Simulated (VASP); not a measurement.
Input of a VASP 6.6.1 run:

The input INCAR:

```
  ALGO = Normal
  DIPOL = 0.5 0.5 0.500
  EDIFF = 1E-7
  ENCUT = 520
  GGA = PE
  IDIPOL = 3
  ISIF = 2
  ISMEAR = 1
  LASPH = T
  LCHARG = F
  LDIPOL = T
  LREAL = F
  LWAVE = F
  NBANDS = 46
  NELM = 60
  PREC = Accurate
  SIGMA = 0.2
```

File KPOINTS:

```
k-points
0
Gamma
  10 10 1
```

File POSCAR:

```
NbAs
1.0
    3.4734820522      0.0000000000      0.0000000000
    0.0000000000      3.4734820522      0.0000000000
    0.0000000000      0.0000000000     24.7728719669
As Nb
4 4
Direct
    0.0000000000      0.0000000000      0.3027505253
    0.5000000000      0.0000000000      0.4213193810
    0.5000000000      0.5000000000      0.5398882367
    0.0000000000      0.5000000000      0.6584570925
    0.5000000000      0.5000000000      0.3415429075
    0.0000000000      0.5000000000      0.4601117633
    0.0000000000      0.0000000000      0.5786806190
    0.5000000000      0.0000000000      0.6972494747
```

Potentials or basis: VASP PAW PBE potentials, release 64 (As, Nb_sv).

Command:

```bash
$ cat potpaw_PBE.64/As/POTCAR potpaw_PBE.64/Nb_sv/POTCAR > POTCAR
$ mpirun -np 1 vasp_std > vasp.out
```

What does it give for the largest force?

0.971 eV/Å.

Estimate the band gap on the k mesh.

zero (band 36 reaches 2.93 eV, above the bottom of band 37 at 1.92 eV).

Forces on the atoms (eV/Å):
```
As   0.000  0.000 -0.141
As   0.000  0.000 -0.078
As   0.000  0.000 -0.152
As   0.000  0.000  0.802
Nb   0.000  0.000  0.044
Nb   0.000  0.000  0.256
Nb   0.000  0.000  0.239
Nb   0.000  0.000 -0.971
```
